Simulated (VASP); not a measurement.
# Sn2TeS3 (P4/mmm) in VASP: notebook

Sn2TeS3 is run at these levels: PBE; tasks: single point.

Everything below comes from runs of VASP 6.6.1. Logs are shortened: lines on timing, memory, paths and dates and some standing lists are left out, and cuts for length are marked.

### 1 The cell of the first run

It takes space group P4/mmm (No. 123, tetragonal). Conventional cell: a = 3.535 Å, b = 3.535 Å, c = 10.538 Å, α = 90.00°, β = 90.00°, γ = 90.00°. Within 3.9 Å of Sn (site symmetry 4mm) lie 8 S at 2.99 to 3.06 Å and 1 Te at 3.51 Å and 5 Sn at 3.51 to 3.54 Å. Te (site symmetry 4/mmm) has 8 S at 3.12 Å and 2 Sn at 3.51 Å and 4 Te at 3.54 Å within 4.1 Å. Within 3.9 Å of S (site symmetry 4mm) lie 4 Sn at 2.99 Å and 4 Te at 3.12 Å and 6 S at 3.40 to 3.74 Å. S (site symmetry 4/mmm) has 8 Sn at 3.06 Å and 6 S at 3.40 to 3.54 Å within 4.0 Å.

### 2 Single point, PBE

INCAR

```
  PREC = Accurate
  ENCUT = 520
  EDIFF = 1E-6
  ISMEAR = 0
  SIGMA = 0.1
  LREAL = False
  LASPH = True
  NELM = 100
  ALGO = Normal
  ISIF = 2
  LWAVE = False
  LCHARG = False
  GGA = PE
  NBANDS = 35
```

KPOINTS

```
regular mesh
0
Gamma
  4 4 2
```

POSCAR

```
Sn2TeS3
1.0
    3.5354158589      0.0000000000      0.0000000000
    0.0000000000      3.5354158589      0.0000000000
    0.0000000000      0.0000000000     10.5383699419
Sn Te S
2 1 3
Direct
    0.0000000000      0.0000000000      0.3332971180
    0.0000000000      0.0000000000      0.6667028820
    0.0000000000      0.0000000000      0.0000000000
    0.5000000000      0.5000000000      0.1775995156
    0.5000000000      0.5000000000      0.5000000000
    0.5000000000      0.5000000000      0.8224004844
```

Potentials or basis: VASP PAW PBE potentials, release 64 (Sn_d, Te, S).

Started as:

```sh
$ cat potpaw_PBE.64/Sn_d/POTCAR potpaw_PBE.64/Te/POTCAR potpaw_PBE.64/S/POTCAR > POTCAR
$ mpirun -np 1 vasp_std > vasp.out
```

OUTCAR:

```text
PREC = Accurate
   ENCUT = 520
   EDIFF = 1E-6
   ISMEAR = 0
   LREAL = False
   LASPH = True
   NELM = 100
   ISIF = 2
   GGA = PE

 ion  position               nearest neighbor table
   1  0.000  0.000  0.333-   4 2.99   4 2.99   4 2.99   4 2.99   5 3.06   5 3.06   5 3.06   5 3.06
                             3 3.51   2 3.51
   2  0.000  0.000  0.667-   6 2.99   6 2.99   6 2.99   6 2.99   5 3.06   5 3.06   5 3.06   5 3.06
                             3 3.51   1 3.51
   3  0.000  0.000  0.000-   4 3.12   6 3.12   4 3.12   6 3.12   4 3.12   6 3.12   4 3.12   6 3.12
                             1 3.51   2 3.51
   4  0.500  0.500  0.178-   1 2.99   1 2.99   1 2.99   1 2.99   3 3.12   3 3.12   3 3.12   3 3.12

   5  0.500  0.500  0.500-   1 3.06   2 3.06   1 3.06   2 3.06   1 3.06   2 3.06   1 3.06   2 3.06

   6  0.500  0.500  0.822-   2 2.99   2 2.99   2 2.99   2 2.99   3 3.12   3 3.12   3 3.12   3 3.12

  LATTYP: Found a simple tetragonal cell.
 ALAT       =     3.5354158589
 C/A-ratio  =     2.9808006646

  Lattice vectors:

 A1 = (   3.5354158589,   0.0000000000,   0.0000000000)
 A2 = (   0.0000000000,   3.5354158589,   0.0000000000)
 A3 = (   0.0000000000,   0.0000000000,  10.5383699419)

Analysis of symmetry for initial positions (statically):
=====================================================================
 Subroutine PRICEL returns:
 Original cell was already a primitive cell.

 Routine SETGRP: Setting up the symmetry group for a
 simple tetragonal supercell.

 Subroutine GETGRP returns: Found 16 space group operations
 (whereof 16 operations were pure point group operations)
 out of a pool of 16 trial point group operations.

The static configuration has the point symmetry D_4h.

Analysis of symmetry for dynamics (positions and initial velocities):
=====================================================================
 Subroutine PRICEL returns:
 Original cell was already a primitive cell.

 Routine SETGRP: Setting up the symmetry group for a
 simple tetragonal supercell.

 Subroutine GETGRP returns: Found 16 space group operations
 (whereof 16 operations were pure point group operations)
 out of a pool of 16 trial point group operations.

The dynamic configuration has the point symmetry D_4h.

 Subroutine INISYM returns: Found 16 space group operations
 (whereof 16 operations are pure point group operations),
 and found     1 'primitive' translations

----------------------------------------------------------------------------------------

                                     Primitive cell

  volume of cell :     131.7208

  direct lattice vectors                    reciprocal lattice vectors
     3.535415859  0.000000000  0.000000000     0.282852157  0.000000000  0.000000000
     0.000000000  3.535415859  0.000000000     0.000000000  0.282852157  0.000000000
     0.000000000  0.000000000 10.538369942     0.000000000  0.000000000  0.094891336

  length of vectors
     3.535415859  3.535415859 10.538369942     0.282852157  0.282852157  0.094891336

  position of ions in fractional coordinates (direct lattice)
     0.000000000  0.000000000  0.333297118
     0.000000000  0.000000000  0.666702882
     0.000000000  0.000000000  0.000000000
     0.500000000  0.500000000  0.177599516
     0.500000000  0.500000000  0.500000000
     0.500000000  0.500000000  0.822400484

  ion indices of the primitive-cell ions
   primitive index   ion index
                 1           1
                 2           2
                 3           3
                 4           4
                 5           5
                 6           6

----------------------------------------------------------------------------------------

 KPOINTS: regular mesh

Automatic generation of k-mesh.
 Grid dimensions read from file:
 generate k-points for:    4    4    2

 Generating k-lattice:

  Cartesian coordinates                     Fractional coordinates (reciprocal lattice)
     0.070713039  0.000000000  0.000000000     0.250000000  0.000000000  0.000000000
     0.000000000  0.070713039  0.000000000     0.000000000  0.250000000  0.000000000
     0.000000000  0.000000000  0.047445668     0.000000000  0.000000000  0.500000000

  Length of vectors
     0.070713039  0.070713039  0.047445668

  Shift w.r.t. Gamma in fractional coordinates (k-lattice)
     0.000000000  0.000000000  0.000000000

 Subroutine IBZKPT returns following result:
 ===========================================

 Found     12 irreducible k-points:

 Following reciprocal coordinates:
            Coordinates               Weight
  0.000000  0.000000  0.000000      1.000000
  0.250000  0.000000  0.000000      4.000000
  0.500000  0.000000  0.000000      2.000000
  0.250000  0.250000  0.000000      4.000000
  0.500000  0.250000  0.000000      4.000000
  0.500000  0.500000  0.000000      1.000000
  0.000000  0.000000  0.500000      1.000000
  0.250000  0.000000  0.500000      4.000000
  0.500000  0.000000  0.500000      2.000000
  0.250000  0.250000  0.500000      4.000000
  0.500000  0.250000  0.500000      4.000000
  0.500000  0.500000  0.500000      1.000000
   k-points           NKPTS =     12   k-points in BZ     NKDIM =     12   number of bands    NBANDS=     35
   number of dos      NEDOS =    301   number of ions     NIONS =      6
   total plane-waves  NPLWV =  62720
   dimension x,y,z NGX =    28 NGY =   28 NGZ =   80
   dimension x,y,z NGXF=    56 NGYF=   56 NGZF=  160
   ions per type =               2   1   3
   NGX,Y,Z   is equivalent  to a cutoff of  13.17, 13.17, 12.62 a.u.
   NGXF,Y,Z  is equivalent  to a cutoff of  26.33, 26.33, 25.24 a.u.
 SYSTEM =  unknown system
   PREC   = accura    normal or accurate (medium, high low for compatibility)
   ISTART =      0    job   : 0-new  1-cont  2-samecut
   ICHARG =      2    charge: 1-file 2-atom 10-const
   ISPIN  =      1    spin polarized calculation?
   LNONCOLLINEAR =      F non collinear calculations
   LSORBIT =      F    spin-orbit coupling
   LASPH  =      T    aspherical Exc in radial PAW
   ENCUT  =  520.0 eV  38.22 Ry    6.18 a.u.   6.57  6.57 19.59*2*pi/ulx,y,z
   NELM   =    100;   NELMIN=  2; NELMDL= -5     # of ELM steps
   EDIFF  = 0.1E-05   stopping-criterion for ELM
   LREAL  =      F    real-space projection
   EDIFFG = 0.1E-04   stopping-criterion for IOM
   NSW    =      0    number of steps for IOM
   IBRION =     -1    ionic relax: 0-MD 1-quasi-New 2-CG
   NFREE  =      0    steps in history (QN), initial steepest desc. (CG)
   ISIF   =      2    stress and relaxation
   ISYM   =      2    0-nonsym 1-usesym 2-fastsym
   POTIM  = 0.5000    time-step for ionic-motion
   TEBEG  =    0.0;   TEEND  =   0.0 temperature during run
   PSTRESS=    0.0 pullay stress
   NELECT =      52.0000    total number of electrons
   NUPDOWN=      -1.0000    fix difference up-down
   EMIN   =  10.00;   EMAX   =-10.00  energy-range for DOS
   EFERMI =   0.00;   METHOD = LEGACY
   ISMEAR =     0;   SIGMA  =   0.10  broadening in eV -4-tet -1-fermi 0-gaus
   EFERMI_NEDOS =   21; number of points for ismear=-14 and -15
   IALGO  =     38    algorithm
   IMIX   =      4    mixing-type and parameters
     AMIX     =   0.40;   BMIX     =  1.00
     AMIX_MAG =   1.60;   BMIX_MAG =  1.00
  volume/ion in A,a.u.               =      21.95       148.15
  Fermi-wavevector in a.u.,A,eV,Ry     =   1.200949  2.269464 19.623381  1.442278
  Thomas-Fermi vector in A             =   2.336771
   LORBIT       =      0    0 simple, 1 ext, 2 COOP (PROOUT), +10 PAW based schemes
   GGA     = PE    functional components
   LHFCALC =     F    Hartree Fock is set to
   AEXX    =    0.0000 exact exchange contribution
   IVDW    =     0    specifies the selected vdW correction
   LEPSILON=     F    determine dielectric tensor
   LRPA    =     F    only Hartree local field effects (RPA)
 non-spin polarized calculation
 Gauss-broadening in eV      SIGMA  =   0.10
  energy-cutoff  :      520.00
  volume of cell :      131.72
 maximum number of plane-waves:      3599
 NGX is ok and might be reduce to    28
   NGX = 13   NGY = 13   NGZ = 39

 number of electron      52.0000016 magnetization

 Free energy of the ion-electron system (eV)
  ---------------------------------------------------
  ext. energy  EPLUGINS =         0.00000000
  ---------------------------------------------------
  free energy    TOTEN  =       -22.67718486 eV

  energy without entropy =      -22.66957685  energy(sigma->0) =      -22.67338086

 E-fermi :   7.4171     XC(G=0): -10.4935

 val. band max:        7.3147249549   @ k =   0.0000   0.0000   0.5000
 cond. band min:       7.4617408074   @ k =   0.2500   0.2500   0.0000
 fundamental gap:      0.1470158525
 Fermi energy:         7.4171379022

 k-point     1 :       0.0000    0.0000    0.0000
  band No.  band energies     occupation
      1     -14.0235      2.00000
      2     -14.0212      2.00000
      3     -14.0067      2.00000
      4     -13.9610      2.00000
      5     -13.9376      2.00000
      6     -13.9376      2.00000
[... 27 lines left out ...]
     34      12.9142      0.00000
     35      12.9176      0.00000

 k-point     2 :       0.2500    0.0000    0.0000
  band No.  band energies     occupation
      1     -14.0104      2.00000
      2     -13.9959      2.00000
      3     -13.9734      2.00000
      4     -13.9598      2.00000
      5     -13.9403      2.00000
      6     -13.9389      2.00000
[... 27 lines left out ...]
     34      12.4404      0.00000
     35      12.5040      0.00000

 k-point     3 :       0.5000    0.0000    0.0000
  band No.  band energies     occupation
      1     -14.0072      2.00000
      2     -13.9843      2.00000
      3     -13.9817      2.00000
      4     -13.9576      2.00000
      5     -13.9426      2.00000
      6     -13.9401      2.00000
[... 27 lines left out ...]
     34      12.1921      0.00000
     35      13.8545      0.00000

 k-point     4 :       0.2500    0.2500    0.0000
  band No.  band energies     occupation
      1     -13.9812      2.00000
      2     -13.9577      2.00000
      3     -13.9559      2.00000
      4     -13.9542      2.00000
      5     -13.9531      2.00000
      6     -13.9473      2.00000
[... 27 lines left out ...]
     34      12.1876      0.00000
     35      14.4146      0.00000

 k-point     5 :       0.5000    0.2500    0.0000
  band No.  band energies     occupation
      1     -13.9753      2.00000
      2     -13.9750      2.00000
      3     -13.9667      2.00000
      4     -13.9624      2.00000
      5     -13.9529      2.00000
      6     -13.9511      2.00000
[... 27 lines left out ...]
     34      11.6313      0.00000
     35      14.8914      0.00000

 k-point     6 :       0.5000    0.5000    0.0000
  band No.  band energies     occupation
      1     -13.9906      2.00000
      2     -13.9832      2.00000
      3     -13.9688      2.00000
      4     -13.9688      2.00000
      5     -13.9572      2.00000
      6     -13.9494      2.00000
[... 27 lines left out ...]
     34      12.0696      0.00000
     35      13.8110      0.00000

 k-point     7 :       0.0000    0.0000    0.5000
  band No.  band energies     occupation
      1     -14.0235      2.00000
      2     -14.0211      2.00000
      3     -14.0066      2.00000
      4     -13.9611      2.00000
      5     -13.9376      2.00000
      6     -13.9376      2.00000
[... 27 lines left out ...]
     34      12.2653      0.00000
     35      13.3874      0.00000

 k-point     8 :       0.2500    0.0000    0.5000
  band No.  band energies     occupation
      1     -14.0103      2.00000
      2     -13.9959      2.00000
      3     -13.9734      2.00000
      4     -13.9598      2.00000
      5     -13.9403      2.00000
      6     -13.9390      2.00000
[... 27 lines left out ...]
     34      12.5176      0.00000
     35      13.7796      0.00000

 k-point     9 :       0.5000    0.0000    0.5000
  band No.  band energies     occupation
      1     -14.0072      2.00000
      2     -13.9843      2.00000
      3     -13.9817      2.00000
      4     -13.9576      2.00000
      5     -13.9426      2.00000
      6     -13.9402      2.00000
[... 27 lines left out ...]
     34      12.5077      0.00000
     35      13.9535      0.00000

 k-point    10 :       0.2500    0.2500    0.5000
  band No.  band energies     occupation
      1     -13.9811      2.00000
      2     -13.9577      2.00000
      3     -13.9559      2.00000
      4     -13.9542      2.00000
      5     -13.9531      2.00000
      6     -13.9473      2.00000
[... 27 lines left out ...]
     34      11.8886      0.00000
     35      15.0837      0.00000

 k-point    11 :       0.5000    0.2500    0.5000
  band No.  band energies     occupation
      1     -13.9752      2.00000
      2     -13.9749      2.00000
      3     -13.9667      2.00000
      4     -13.9624      2.00000
      5     -13.9529      2.00000
      6     -13.9510      2.00000
[... 27 lines left out ...]
     34      12.2673      0.00000
     35      15.2128      0.00000

 k-point    12 :       0.5000    0.5000    0.5000
  band No.  band energies     occupation
      1     -13.9906      2.00000
      2     -13.9833      2.00000
      3     -13.9688      2.00000
      4     -13.9688      2.00000
      5     -13.9571      2.00000
      6     -13.9494      2.00000
[... 27 lines left out ...]
     34      10.4494      0.00000
     35      14.7469      0.00000

------------------------ aborting loop because EDIFF is reached ----------------------------------------

  FORCE on cell =-STRESS in cart. coord.  units (eV):
  Direction    XX          YY          ZZ          XY          YZ          ZX
  --------------------------------------------------------------------------------------
  -------------------------------------------------------------------------------------
  Total       -0.0799592     -0.0799592     -0.0284664      0.0000000      0.0000000      0.0000000
  in kB       -0.9725783     -0.9725783     -0.3462492      0.0000000      0.0000000      0.0000000
  external PRESSURE =      -0.7638019 kB  Pullay stress =       0.0000000 kB

 VOLUME and BASIS-vectors are now :
 -----------------------------------------------------------------------------
  energy-cutoff  :      520.00
  volume of cell :      131.72
      direct lattice vectors                 reciprocal lattice vectors
     3.535415859  0.000000000  0.000000000     0.282852157  0.000000000  0.000000000
     0.000000000  3.535415859  0.000000000     0.000000000  0.282852157  0.000000000
     0.000000000  0.000000000 10.538369942     0.000000000  0.000000000  0.094891336

 POSITION                                       TOTAL-FORCE (eV/Angst)
 -----------------------------------------------------------------------------------
      0.00000      0.00000      3.51241        -0.000000      0.000000      0.006354
      0.00000      0.00000      7.02596         0.000000      0.000000     -0.006354
      0.00000      0.00000      0.00000         0.000000     -0.000000     -0.000000
      1.76771      1.76771      1.87161         0.000000     -0.000000     -0.015975
      1.76771      1.76771      5.26918         0.000000     -0.000000     -0.000000
      1.76771      1.76771      8.66676         0.000000     -0.000000      0.015975
 -----------------------------------------------------------------------------------
    total drift:                               -0.000000     -0.000000      0.000000

  FREE ENERGIE OF THE ION-ELECTRON SYSTEM (eV)
  ---------------------------------------------------
  free  energy   TOTEN  =       -22.6771848610 eV

  energy  without entropy=      -22.6695768532  energy(sigma->0) =      -22.67338086
```

Wall time 24 s (1 thread of Intel Xeon 6975P-C (Granite Rapids), shared host); peak memory 0.26 GiB.

Results:

```yaml
Free_energy: -22.6772 eV
Pressure: -0.1 GPa
Largest_force: 0.016 eV/Å
Band_gap_on_the_k_mesh: zero (band 26 reaches 8.74 eV, above the bottom of band 27 at 5.66 eV)
```

Forces in eV/Å, atoms in the order of the input:
```
Sn   0.000  0.000  0.006
Sn   0.000  0.000 -0.006
Te   0.000  0.000  0.000
S    0.000  0.000 -0.016
S    0.000  0.000  0.000
S    0.000  0.000  0.016
```

Caveat: the k points lie up to 0.44 Å⁻¹ apart; spin-orbit coupling is left out, which moves the levels of the heavy elements.

(Part 1 of 2 ends here.)
